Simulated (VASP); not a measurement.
Wanted: the native input for a VASP 6.6.1 run.

```
Task                   : single point
Functional             : PBEsol
Potentials or basis    : VASP PAW PBE potentials, release 64 (Zn, Be, Se, Te)
Cutoff                 : 520 eV
k mesh                 : 4 × 4 × 1
Occupations            : fermi-dirac, width 0.05 eV
Spin                   : collinear spin
Starting moments       : [0.5, 0.5, 0.5, 0.5, 0.5, 0.5, 0.5, 0.5] μB
Dipole correction      : no
Further INCAR settings : ALGO = Normal; EDIFF = 1e-06; NBANDS = 35
```

The structure of Be3ZnTe3Se lies in POSCAR:

```
Be3ZnTe3Se
1.0
    2.8166860000      2.8166860000      0.0000000000
   -2.8166860000      2.8166860000      0.0000000000
    0.0000000000      0.0000000000     11.1915360000
Zn Be Se Te
1 3 1 3
Direct
    0.9876180000      0.9817510000      0.9976190000
    0.9886970000      0.9700420000      0.5077210000
    0.4711580000      0.4922040000      0.2501950000
    0.4798430000      0.5008570000      0.7576540000
    0.5208110000      0.0199850000      0.1466030000
    0.5343760000      0.9956110000      0.6253030000
    0.9843180000      0.5080650000      0.3684960000
    0.0336610000      0.4889570000      0.8764690000
```

The input as run:

INCAR

```
PREC = Accurate ; ENCUT = 520
EDIFF = 1E-6 ; ISMEAR = -1
SIGMA = 0.05 ; LREAL = F
LASPH = T ; NELM = 200
ALGO = Normal ; ISIF = 2
LWAVE = F ; LCHARG = F
ISPIN = 2 ; MAGMOM = 0.5 0.5 0.5 0.5 0.5 0.5 0.5 0.5
LORBIT = 11 ; GGA = PS
NBANDS = 35 ; GGA_COMPAT = F
```

KPOINTS

```
regular mesh
0
Gamma
  4 4 1
```

Potentials or basis: VASP PAW PBE potentials, release 64 (Zn, Be, Se, Te).

The run is started by

```bash
$ cat potpaw_PBE.64/Zn/POTCAR potpaw_PBE.64/Be/POTCAR potpaw_PBE.64/Se/POTCAR potpaw_PBE.64/Te/POTCAR > POTCAR
$ mpirun -np 1 vasp_std > vasp.out
```

Results of the run:

* Pressure: 1.8 GPa
* Largest force: 2.451 eV/Å
* Band gap on the k mesh: 1.35 eV (least direct gap 1.59 eV)
* Net moment: 0.00 μB per cell
* Valence electrons inside the program's atomic spheres: Zn 10.86; Be 0.95, 0.93, 0.96; Se 3.87; Te 3.52, 3.50, 3.59

Caveat: the k points lie up to 0.56 Å⁻¹ apart; the PAW data sets were made with another functional, which shifts forces and pressure a little; spin-orbit coupling is left out, which moves the levels of the heavy elements.

Wall time 2.7 min on 1 thread of AMD EPYC 7R43 64-Core Processor (Zen 3), with other jobs on the host, peak memory 0.35 GiB.
